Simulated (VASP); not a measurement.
# HfMo: single point with LDA

Crystal: HfMo.

```xyz
2
Lattice="1.6712 -2.4725 0.0000 1.6712 2.4725 0.0000 0.0000 0.0000 4.4470" Properties=species:S:1:pos:R:3 pbc="T T T"
Hf    0.0000    0.0000    0.0000
Mo    1.6712    0.0000    2.2235
```

```json
{
 "Program": "VASP 6.6.1",
 "Task": "single point",
 "Functional": "LDA",
 "Potentials or basis": "VASP PAW LDA potentials, release 64 (Hf_pv, Mo_sv)",
 "Cutoff": "520 eV",
 "k mesh": "10 × 10 × 6",
 "Occupations": "gaussian, width 0.05 eV",
 "Spin": "no spin polarisation"
}
```

| Property | Result |
| --- | --- |
| Pressure | -10.6 GPa |
| Band gap on the k mesh | zero (band 12 reaches 9.54 eV, above the bottom of band 13 at 6.87 eV) |

Stress tensor (GPa, compression positive):
```
-10.27   0.00   0.00
  0.00 -10.19   0.00
  0.00   0.00 -11.37
```

Levels at points of the mesh, in eV from the Fermi level:
```
           k point  band 10  band 11  band 12  band 13  band 14  band 15
(0.00, 0.00, 0.00)    -1.65    -0.49     0.01     1.47     1.86     2.52
(0.50, 0.00, 0.00)    -1.44    -0.96    -0.46     0.01     1.33     2.52
(0.50, 0.50, 0.00)    -3.61    -1.94     1.20     3.49     3.73     4.86
(0.00, 0.00, 0.50)    -1.08    -0.36     0.50     1.04     1.23     1.25
(0.50, 0.00, 0.50)    -1.86    -1.43     1.84     2.04     2.28     2.50
(0.50, 0.50, 0.50)    -2.20    -1.57     0.07     0.73     2.00     2.82
```

It took 36 s on 1 thread of Intel(R) Xeon(R) Platinum 8559C (Emerald Rapids), on a shared host, peak memory 0.2 GiB.

Caveat: spin-orbit coupling is left out, which moves the levels of the heavy elements.
